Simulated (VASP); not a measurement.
# Ir (P6_3/mmc) in VASP: a series of runs

Ir is run at these levels: revPBE+D3(BJ), revPBE+D4, BLYP+D3(BJ); tasks: single point, relaxation of cell and atoms.

Everything below comes from runs of VASP 6.6.1. Logs are shortened: lines on timing, memory, paths and dates and some standing lists are left out, and cuts for length are marked.

### Step 1. The cell of the first run

It takes space group P6_3/mmc (No. 194, hexagonal). The conventional cell has a = 2.715 Å, b = 2.715 Å, c = 4.403 Å, α = 90.00°, β = 90.00°, γ = 120.00°. Ir (site symmetry -6m2) has 12 Ir at 2.70 to 2.72 Å within 3.6 Å.

### Step 2. Single point, revPBE+D3(BJ)

INCAR

```
SYSTEM = Ir
PREC = Accurate
ENCUT = 520
EDIFF = 1E-7
ISMEAR = -1
SIGMA = 0.05
LREAL = .FALSE.
LASPH = .TRUE.
NELM = 60
ALGO = Fast
ISIF = 2
LWAVE = .FALSE.
LCHARG = .TRUE.
GGA = RE
IVDW = 12
LELF = .TRUE.
LVHAR = .TRUE.
NBANDS = 16
```

KPOINTS

```
Automatic mesh
0
G
  11 11 6
  0 0 0
```

POSCAR

```
Ir
1.0
    2.7152128812      0.0000000000      0.0000000000
   -1.3576064406      2.3514433318      0.0000000000
    0.0000000000      0.0000000000      4.4030433978
Ir
2
Direct
    0.3333333333      0.6666666667      0.2500000000
    0.6666666667      0.3333333333      0.7500000000
```

Potentials or basis: VASP PAW PBE potentials, release 64 (Ir).

Run with:

```
$ cat potpaw_PBE.64/Ir/POTCAR > POTCAR
$ mpirun -np 1 vasp_std > vasp.out
```

OUTCAR:

```text
SYSTEM = Ir
   PREC = Accurate
   ENCUT = 520
   EDIFF = 1E-7
   ISMEAR = -1
   LREAL = .FALSE.
   LASPH = .TRUE.
   NELM = 60
   ISIF = 2
   GGA = RE
   IVDW = 12
 IVDW          = 12

 ion  position               nearest neighbor table
   1  0.333  0.667  0.250-   2 2.70   2 2.70   2 2.70   2 2.70   2 2.70   2 2.70
   2  0.667  0.333  0.750-   1 2.70   1 2.70   1 2.70   1 2.70   1 2.70   1 2.70

  LATTYP: Found a hexagonal cell.
 ALAT       =     2.7152128812
 C/A-ratio  =     1.6216199578

  Lattice vectors:

 A1 = (   2.7152128812,   0.0000000000,   0.0000000000)
 A2 = (  -1.3576064406,   2.3514433318,   0.0000000000)
 A3 = (   0.0000000000,   0.0000000000,   4.4030433978)

Analysis of symmetry for initial positions (statically):
=====================================================================
 Subroutine PRICEL returns:
 Original cell was already a primitive cell.

 Routine SETGRP: Setting up the symmetry group for a
 hexagonal supercell.

 Subroutine GETGRP returns: Found 24 space group operations
 (whereof 12 operations were pure point group operations)
 out of a pool of 24 trial point group operations.

The static configuration has the point symmetry D_3d.
 The point group associated with its full space group is D_6h.

Analysis of symmetry for dynamics (positions and initial velocities):
=====================================================================
 Subroutine PRICEL returns:
 Original cell was already a primitive cell.

 Routine SETGRP: Setting up the symmetry group for a
 hexagonal supercell.

 Subroutine GETGRP returns: Found 24 space group operations
 (whereof 12 operations were pure point group operations)
 out of a pool of 24 trial point group operations.

The dynamic configuration has the point symmetry D_3d.
 The point group associated with its full space group is D_6h.

 Subroutine INISYM returns: Found 24 space group operations
 (whereof 12 operations are pure point group operations),
 and found     1 'primitive' translations

----------------------------------------------------------------------------------------

                                     Primitive cell

  volume of cell :      28.1120

  direct lattice vectors                    reciprocal lattice vectors
     2.715212881  0.000000000  0.000000000     0.368295247  0.212635360  0.000000000
    -1.357606441  2.351443332  0.000000000     0.000000000  0.425270721  0.000000000
     0.000000000  0.000000000  4.403043398     0.000000000  0.000000000  0.227115636

  length of vectors
     2.715212881  2.715212881  4.403043398     0.425270721  0.425270721  0.227115636

  position of ions in fractional coordinates (direct lattice)
     0.333333333  0.666666667  0.250000000
     0.666666667  0.333333333  0.750000000

  ion indices of the primitive-cell ions
   primitive index   ion index
                 1           1
                 2           2

----------------------------------------------------------------------------------------

 KPOINTS: Automatic mesh

Automatic generation of k-mesh.
 Grid dimensions read from file:
 generate k-points for:   11   11    6

 Generating k-lattice:

  Cartesian coordinates                     Fractional coordinates (reciprocal lattice)
     0.033481386  0.019330487  0.000000000     0.090909091  0.000000000  0.000000000
     0.000000000  0.038660975  0.000000000     0.000000000  0.090909091  0.000000000
     0.000000000  0.000000000  0.037852606     0.000000000  0.000000000  0.166666667

  Length of vectors
     0.038660975  0.038660975  0.037852606

  Shift w.r.t. Gamma in fractional coordinates (k-lattice)
     0.000000000  0.000000000  0.000000000

 Subroutine IBZKPT returns following result:
 ===========================================

 Found     64 irreducible k-points:

 Following reciprocal coordinates:
            Coordinates               Weight
  0.000000  0.000000  0.000000      1.000000
  0.090909 -0.000000  0.000000      6.000000
  0.181818 -0.000000  0.000000      6.000000
  0.272727  0.000000  0.000000      6.000000
  0.363636 -0.000000  0.000000      6.000000
  0.454545 -0.000000  0.000000      6.000000
[... 16 lines left out ...]
  0.090909  0.090909  0.166667     12.000000
  0.181818  0.090909  0.166667     24.000000
 [... further k-points ...]
   k-points           NKPTS =     64   k-points in BZ     NKDIM =     64   number of bands    NBANDS=     16
   number of dos      NEDOS =    301   number of ions     NIONS =      2
   total plane-waves  NPLWV =  14400
   dimension x,y,z NGX =    20 NGY =   20 NGZ =   36
   dimension x,y,z NGXF=    40 NGYF=   40 NGZF=   72
   ions per type =               2
   NGX,Y,Z   is equivalent  to a cutoff of  12.25, 12.25, 13.59 a.u.
   NGXF,Y,Z  is equivalent  to a cutoff of  24.49, 24.49, 27.19 a.u.
 SYSTEM =  Ir
   PREC   = accura    normal or accurate (medium, high low for compatibility)
   ISTART =      0    job   : 0-new  1-cont  2-samecut
   ICHARG =      2    charge: 1-file 2-atom 10-const
   ISPIN  =      1    spin polarized calculation?
   LNONCOLLINEAR =      F non collinear calculations
   LSORBIT =      F    spin-orbit coupling
   LASPH  =      T    aspherical Exc in radial PAW
   ENCUT  =  520.0 eV  38.22 Ry    6.18 a.u.   5.05  5.05  8.19*2*pi/ulx,y,z
   NELM   =     60;   NELMIN=  2; NELMDL= -5     # of ELM steps
   EDIFF  = 0.1E-06   stopping-criterion for ELM
   LREAL  =      F    real-space projection
   EDIFFG = 0.1E-05   stopping-criterion for IOM
   NSW    =      0    number of steps for IOM
   IBRION =     -1    ionic relax: 0-MD 1-quasi-New 2-CG
   NFREE  =      0    steps in history (QN), initial steepest desc. (CG)
   ISIF   =      2    stress and relaxation
   ISYM   =      2    0-nonsym 1-usesym 2-fastsym
   POTIM  = 0.5000    time-step for ionic-motion
   TEBEG  =    0.0;   TEEND  =   0.0 temperature during run
   PSTRESS=    0.0 pullay stress
   NELECT =      18.0000    total number of electrons
   NUPDOWN=      -1.0000    fix difference up-down
   EMIN   =  10.00;   EMAX   =-10.00  energy-range for DOS
   EFERMI =   0.00;   METHOD = LEGACY
   ISMEAR =    -1;   SIGMA  =   0.05  broadening in eV -4-tet -1-fermi 0-gaus
   EFERMI_NEDOS =   21; number of points for ismear=-14 and -15
   IALGO  =     68    algorithm
   IMIX   =      4    mixing-type and parameters
     AMIX     =   0.40;   BMIX     =  1.00
     AMIX_MAG =   1.60;   BMIX_MAG =  1.00
  volume/ion in A,a.u.               =      14.06        94.85
  Fermi-wavevector in a.u.,A,eV,Ry     =   1.411027  2.666454 27.089147  1.990996
  Thomas-Fermi vector in A             =   2.532920
   LORBIT       =      0    0 simple, 1 ext, 2 COOP (PROOUT), +10 PAW based schemes
   GGA     = RE    functional components
   LHFCALC =     F    Hartree Fock is set to
   AEXX    =    0.0000 exact exchange contribution
   IVDW    =    12    specifies the selected vdW correction
   LEPSILON=     F    determine dielectric tensor
   LRPA    =     F    only Hartree local field effects (RPA)
 non-spin polarized calculation
 RMM-DIIS sequential band-by-band and
  energy-cutoff  :      520.00
  volume of cell :       28.11
 maximum number of plane-waves:       772
   NGX = 11   NGY = 11   NGZ = 17

 number of electron      18.0000000 magnetization

 Free energy of the ion-electron system (eV)
  ---------------------------------------------------
  ext. energy  EPLUGINS =         0.00000000
  ---------------------------------------------------
  free energy    TOTEN  =       -16.40822762 eV

  energy without entropy =      -16.38397104  energy(sigma->0) =      -16.39609933

 E-fermi :  10.6779     XC(G=0): -14.0006

 val. band max:       10.6650969379   @ k =   0.3636   0.1818   0.1667
 cond. band min:      10.6828189913   @ k =   0.2727   0.0909   0.3333
 fundamental gap:      0.0177220534
 Fermi energy:        10.6779220398

 k-point     1 :       0.0000    0.0000    0.0000
  band No.  band energies     occupation
      1      -0.6020      2.00000
      2       2.4358      2.00000
      3       6.6985      2.00000
      4       6.8015      2.00000
      5       6.8015      2.00000
      6       7.4696      2.00000
[... 8 lines left out ...]
     15      27.0902      0.00000
     16      28.1789      0.00000

 k-point     2 :       0.0909   -0.0000    0.0000
  band No.  band energies     occupation
      1      -0.2782      2.00000
      2       2.7212      2.00000
      3       6.2536      2.00000
      4       7.0759      2.00000
      5       7.1592      2.00000
      6       7.3250      2.00000
[... 8 lines left out ...]
     15      27.5071      0.00000
     16      28.6684      0.00000

 k-point     3 :       0.1818   -0.0000    0.0000
  band No.  band energies     occupation
      1       0.6183      2.00000
      2       3.3903      2.00000
      3       5.7393      2.00000
      4       6.4302      2.00000
      5       6.8501      2.00000
      6       7.6191      2.00000
[... 8 lines left out ...]
     15      27.8341      0.00000
     16      28.5971      0.00000

 k-point     4 :       0.2727    0.0000    0.0000
  band No.  band energies     occupation
      1       1.8133      2.00000
      2       3.6818      2.00000
      3       5.1362      2.00000
      4       5.7830      2.00000
      5       6.6907      2.00000
      6       7.1273      2.00000
[... 8 lines left out ...]
     15      26.1930      0.00000
     16      26.2896      0.00000

 k-point     5 :       0.3636   -0.0000    0.0000
  band No.  band energies     occupation
      1       2.7455      2.00000
      2       3.3759      2.00000
      3       4.2224      2.00000
      4       6.3173      2.00000
      5       6.7393      2.00000
      6       7.2335      2.00000
[... 8 lines left out ...]
     15      23.9352      0.00000
     16      25.0543      0.00000

 k-point     6 :       0.4545   -0.0000    0.0000
  band No.  band energies     occupation
      1       3.0188      2.00000
      2       3.1716      2.00000
      3       3.7523      2.00000
      4       6.5292      2.00000
      5       7.0400      2.00000
      6       7.0983      2.00000
[... 8 lines left out ...]
     15      22.4416      0.00000
     16      22.7282      0.00000

 k-point     7 :       0.0909    0.0909    0.0000
  band No.  band energies     occupation
      1       0.3366      2.00000
      2       3.2254      2.00000
      3       5.8001      2.00000
      4       6.9074      2.00000
      5       7.0168      2.00000
      6       7.5160      2.00000
[... 8 lines left out ...]
     15      28.1064      0.00000
     16      28.2085      0.00000

 k-point     8 :       0.1818    0.0909    0.0000
  band No.  band energies     occupation
      1       1.4222      2.00000
      2       3.8676      2.00000
      3       5.3826      2.00000
      4       5.6367      2.00000
      5       6.7222      2.00000
      6       6.9976      2.00000
[... 8 lines left out ...]
     15      25.9568      0.00000
     16      27.2485      0.00000

 k-point     9 :       0.2727    0.0909    0.0000
  band No.  band energies     occupation
      1       2.5865      2.00000
      2       3.7929      2.00000
      3       4.5983      2.00000
      4       5.7048      2.00000
      5       6.6383      2.00000
      6       6.9116      2.00000
[... 8 lines left out ...]
     15      23.7948      0.00000
     16      25.8575      0.00000
[... 172 lines left out ...]
 k-point    19 :       0.1818   -0.0000    0.1667
  band No.  band energies     occupation
      1       0.8887      2.00000
      2       3.4621      2.00000
      3       5.8045      2.00000
      4       5.9498      2.00000
      5       6.6361      2.00000
      6       7.3700      2.00000
[... 8 lines left out ...]
     15      27.3271      0.00000
     16      28.1942      0.00000

 k-point    20 :       0.2727    0.0000    0.1667
  band No.  band energies     occupation
      1       1.9679      2.00000
      2       3.7986      2.00000
      3       4.9914      2.00000
      4       5.7704      2.00000
      5       6.4204      2.00000
      6       7.2536      2.00000
[... 8 lines left out ...]
     15      26.4198      0.00000
     16      26.6958      0.00000

 k-point    21 :       0.3636   -0.0000    0.1667
  band No.  band energies     occupation
      1       2.6231      2.00000
      2       3.4710      2.00000
      3       4.5427      2.00000
      4       5.5528      2.00000
      5       6.9494      2.00000
      6       7.2085      2.00000
[... 8 lines left out ...]
     15      24.6019      0.00000
     16      24.9372      0.00000

 k-point    22 :       0.4545   -0.0000    0.1667
  band No.  band energies     occupation
      1       2.7100      2.00000
      2       3.1598      2.00000
      3       4.4248      2.00000
      4       5.5073      2.00000
      5       6.7658      2.00000
      6       7.6189      2.00000
[... 8 lines left out ...]
     15      23.2051      0.00000
     16      23.8149      0.00000

 k-point    23 :       0.0909    0.0909    0.1667
  band No.  band energies     occupation
      1       0.6218      2.00000
      2       3.2831      2.00000
      3       5.8614      2.00000
      4       6.2229      2.00000
      5       6.7908      2.00000
      6       7.2783      2.00000
[... 8 lines left out ...]
     15      27.9131      0.00000
     16      28.2079      0.00000

 k-point    24 :       0.1818    0.0909    0.1667
  band No.  band energies     occupation
      1       1.6422      2.00000
      2       3.9843      2.00000
      3       5.2593      2.00000
      4       5.4935      2.00000
      5       6.5013      2.00000
      6       7.1368      2.00000
[... 8 lines left out ...]
     15      26.1643      0.00000
     16      27.3415      0.00000

 [... further k-points ...]

------------------------ aborting loop because EDIFF is reached ----------------------------------------

 Edisp (eV)   -2.77853

 E8    (eV) :    -2.0031

  FORCE on cell =-STRESS in cart. coord.  units (eV):
  Direction    XX          YY          ZZ          XY          YZ          ZX
  --------------------------------------------------------------------------------------
  -------------------------------------------------------------------------------------
  Total       0.10256     0.10256     0.11325     0.00000     0.00000     0.00000
  in kB       5.84498     5.84498     6.45451     0.00000     0.00000     0.00000
  external pressure =        6.05 kB  Pullay stress =        0.00 kB

 VOLUME and BASIS-vectors are now :
 -----------------------------------------------------------------------------
  energy-cutoff  :      520.00
  volume of cell :       28.11
      direct lattice vectors                 reciprocal lattice vectors
     2.715212881  0.000000000  0.000000000     0.368295247  0.212635360  0.000000000
    -1.357606441  2.351443332  0.000000000     0.000000000  0.425270721  0.000000000
     0.000000000  0.000000000  4.403043398     0.000000000  0.000000000  0.227115636

 POSITION                                       TOTAL-FORCE (eV/Angst)
 -----------------------------------------------------------------------------------
     -0.00000      1.56763      1.10076        -0.000000     -0.000000      0.000000
      1.35761      0.78381      3.30228         0.000000      0.000000      0.000000
 -----------------------------------------------------------------------------------
    total drift:                               -0.000000      0.000000     -0.000000

  FREE ENERGIE OF THE ION-ELECTRON SYSTEM (eV)
  ---------------------------------------------------
  free  energy   TOTEN  =       -19.1867598774 eV

  energy  without entropy=      -19.1625032964  energy(sigma->0) =      -19.17463159
```

It took 38 s on 1 thread of Intel Xeon Platinum 8259CL at 2.50GHz (Skylake/Cascade Lake), shared host; peak memory 0.16 GiB.

Results:

```
Free energy                : -19.1868 eV
Pressure                   : 0.6 GPa
Band gap on the k mesh     : zero (band 9 reaches 11.67 eV, above the bottom of band 10 at 8.39 eV)
Dispersion energy per atom : -1.389 eV
```

Caveat: the PAW data sets were made with another functional, which shifts forces and pressure a little; spin-orbit coupling is left out, which moves the levels of the heavy elements; pairwise dispersion overbinds metals, which lowers pressure and volume.

[end of part 1 of 3]
